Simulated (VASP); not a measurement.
Input of a VASP 6.6.1 run:

Contents of INCAR:

```
PREC = Accurate ; ENCUT = 520
EDIFF = 1E-6 ; ISMEAR = 0
SIGMA = 0.02 ; LREAL = False
LASPH = True ; NELM = 60
ALGO = Normal ; ISIF = 2
LWAVE = False ; LCHARG = False
GGA = CA ; NBANDS = 45
```

KPOINTS

```
Automatic mesh
0
Gamma
  6 6 6
```

File POSCAR:

```
LiNbO3
1.0
    2.4665037456      1.4240366015      4.2891889388
   -2.4665037456      1.4240366015      4.2891889388
    0.0000000000     -2.8480732030      4.2891889388
Li Nb O
2 2 6
Direct
    0.2500000000      0.2500000000      0.2500000000
    0.7500000000      0.7500000000      0.7500000000
    0.0000000000      0.0000000000      0.0000000000
    0.5000000000      0.5000000000      0.5000000000
    0.1069558113      0.3930441887      0.7500000000
    0.7500000000      0.1069558113      0.3930441887
    0.3930441887      0.7500000000      0.1069558113
    0.2500000000      0.8930441887      0.6069558113
    0.8930441887      0.6069558113      0.2500000000
    0.6069558113      0.2500000000      0.8930441887
```

Potentials or basis: VASP PAW LDA potentials, release 64 (Li_sv, Nb_sv, O).

Command:

```bash
$ cat potpaw_LDA.64/Li_sv/POTCAR potpaw_LDA.64/Nb_sv/POTCAR potpaw_LDA.64/O/POTCAR > POTCAR
$ mpirun -np 1 vasp_std > vasp.out
```

(1) What does it give for the band gap on the k mesh?

## Answers

(1) 2.80 eV (least direct gap 2.91 eV).
